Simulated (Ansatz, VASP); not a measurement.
**Na3LaN2 in VASP and in Ansatz**

File INCAR:

```
SYSTEM = Na3LaN2
PREC = Accurate ; ENCUT = 520
EDIFF = 1E-6 ; ISMEAR = 0
SIGMA = 0.1 ; LREAL = .False.
LASPH = .True. ; NELM = 80
ALGO = Normal ; ISIF = 2
LWAVE = .False. ; LCHARG = .True.
GGA = PE ; LELF = .True.
LVHAR = .True. ; NBANDS = 30
```

Contents of KPOINTS:

```
regular mesh
0
Gamma
  6 6 2
  0 0 0
```

Contents of POSCAR:

```
Na3LaN2
1.0
    3.6191343500      0.0000000000      0.0000000000
    0.0000000000      3.6191343500      0.0000000000
    0.0000000000      0.0000000000      7.8636684700
Na La N
3 1 2
Direct
    0.5000000000      0.0000000000      0.6250519800
    0.0000000000      0.5000000000      0.3749480200
    0.5000000000      0.5000000000      0.0000000000
    0.0000000000      0.0000000000      0.0000000000
    0.5000000000      0.0000000000      0.2626059900
    0.0000000000      0.5000000000      0.7373940100
```

Input for Ansatz:

```yaml
crystal:
  lattice:
    - [3.61913435, 0.0, 0.0]
    - [0.0, 3.61913435, 0.0]
    - [0.0, 0.0, 7.86366847]
  atoms:
    - { symbol: Na, position: [0.5, 0.0, 0.62505198] }
    - { symbol: Na, position: [0.0, 0.5, 0.37494802] }
    - { symbol: Na, position: [0.5, 0.5, 0.0] }
    - { symbol: La, position: [0.0, 0.0, 0.0] }
    - { symbol: "N", position: [0.5, 0.0, 0.26260599] }
    - { symbol: "N", position: [0.0, 0.5, 0.73739401] }
basis:
  ecutwfc: 420
kpoints:
  mp_grid: { grid: [6, 6, 2] }
hamiltonian:
  xc: pbe
scf:
  occupations: { method: gaussian, width: 0.1 }
  lower_state_search: "off"
output:
  forces: true
  stress: true
  eigenvalues: true
```

Change from the starting cell: species swapped into the Ti2CuSb3 type (P-4m2, No. 115).

Alike in both runs: task single point; functional PBE; k mesh 6 × 6 × 2; occupations gaussian, width 0.1 eV; no spin polarisation.

|  | VASP | Ansatz |
| --- | --- | --- |
| version | VASP 6.6.1 | Ansatz 0.2.0 |
| potentials or method | VASP PAW PBE potentials, release 64 (Na_pv, La, N), cutoff 520 eV | scalar-relativistic, plane waves, PAW |
| valence electrons in the cell | 42 | 48 |

|  | VASP | Ansatz | Ansatz less VASP |
| --- | --- | --- | --- |
| gap on the k mesh at the Fermi level (eV) | none | none | - |
| pressure (GPa) | 1.9 | 1.8 | -0.07 |
| traceless stress, the component that is largest in VASP (GPa) | -27.63 | -27.54 | +0.088 |
| rms of the force components (eV/Å) | 1.073 | 1.073 | +0.0002 |

Atom by atom the forces differ by 0.001 eV/Å (rms over components). A gap of «none» marks a metal or a gap that the smearing closes. VASP's potentials hold 42 valence electrons a cell and Ansatz's 48, so a difference there can come from the potentials and not from the codes.

The k mesh is coarse, so the values compare programs but aren't converged. Spin-orbit coupling is off throughout.
